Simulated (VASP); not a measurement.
Ag: electric field gradients with PBEsol

Crystal: Ag.

```
Ag
1.0
    -0.04086    2.02267    2.02267
     2.02267   -0.04086    2.02267
     2.02267    2.02267   -0.04086
Ag
1
Cartesian
  0.0000 0.0000 0.0000
```

This cell differs from its parent crystal: equal xy, yz and zx shear strains of -2 %.

| Property | Result |
| --- | --- |
| Program | VASP 6.6.1 |
| Task | electric field gradients |
| Functional | PBEsol |
| Potentials or basis | VASP PAW PBE potentials, release 64 (Ag) |
| Cutoff | 520 eV |
| k mesh | 15 × 15 × 15 |
| Occupations | fermi-dirac, width 0.03 eV |
| Spin | no spin polarisation |
| Dipole correction | no |
| Further INCAR settings | ALGO = Normal; EDIFF = 1e-08; NBANDS = 12 |

```
Pressure : -2.7 GPa
```

Stress tensor (GPa, compression positive):
```
-2.75  0.54  0.54
 0.54 -2.75  0.54
 0.54  0.54 -2.75
```

Levels at points of the mesh, in eV from the Fermi level:
| k point | band 2 | band 3 | band 4 | band 5 | band 6 | band 7 | band 8 | band 9 | band 10 | band 11 |
| --- | --- | --- | --- | --- | --- | --- | --- | --- | --- | --- |
| (0.00, 0.00, 0.00) | -4.94 | -4.94 | -4.74 | -3.81 | -3.81 | 15.85 | 19.12 | 19.12 | 20.19 | 24.21 |

Electric field gradients, principal values (V/Å²):
| atom | least | middle | greatest (by size) |
| --- | --- | --- | --- |
| 1 Ag | 0.731 | 0.731 | -1.463 |

Wall time 20 s on 1 thread of Intel(R) Xeon(R) 6975P-C (Granite Rapids), on a shared host, peak memory 0.19 GiB.

Caveat: the cell differs from its parent crystal (equal xy, yz and zx shear strains of -2 %); without QUAD_EFG the Cq values of the log hold for a quadrupole moment of 1 mb, not for the nuclei; the PAW data sets were made with another functional, which shifts forces and pressure a little.
